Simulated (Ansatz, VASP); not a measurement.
InP in VASP and in Ansatz

```
In P
1.0
     0.00000    3.00643    2.82958
     2.82958    0.00000    2.82958
     2.82958    3.00643    0.00000
In P
1 1
Direct
  0.00000 0.00000 0.00000
  0.75000 0.75000 0.75000
```

Alike in both runs: task single point; functional LDA; k mesh 12 × 12 × 12; occupations gaussian, width 0.05 eV; no spin polarisation.

|  | VASP | Ansatz |
| --- | --- | --- |
| version | VASP 6.6.1 | Ansatz 0.2.0 |
| potentials or method | VASP PAW LDA potentials, release 64 (In_d, P), cutoff 520 eV | scalar-relativistic, plane waves, PAW |
| valence electrons in the cell | 18 | 18 |

VASP gave:

- gap on the k mesh at the Fermi level (eV): 0.63
- least direct gap on the mesh (eV): 0.63
- pressure (GPa): 2.0
- traceless stress, the component that is largest in VASP (GPa): -1.96

Question: Which values does Ansatz return?

Answer: gap on the k mesh at the Fermi level (eV): 0.59; least direct gap on the mesh (eV): 0.59; pressure (GPa): 1.9; traceless stress, the component that is largest in VASP (GPa): -1.97.

Ansatz warns that its potentials were made for another functional, while VASP's fit it. LDA's correlation is that of Perdew and Zunger in VASP and of Perdew and Wang (1992) in Ansatz.
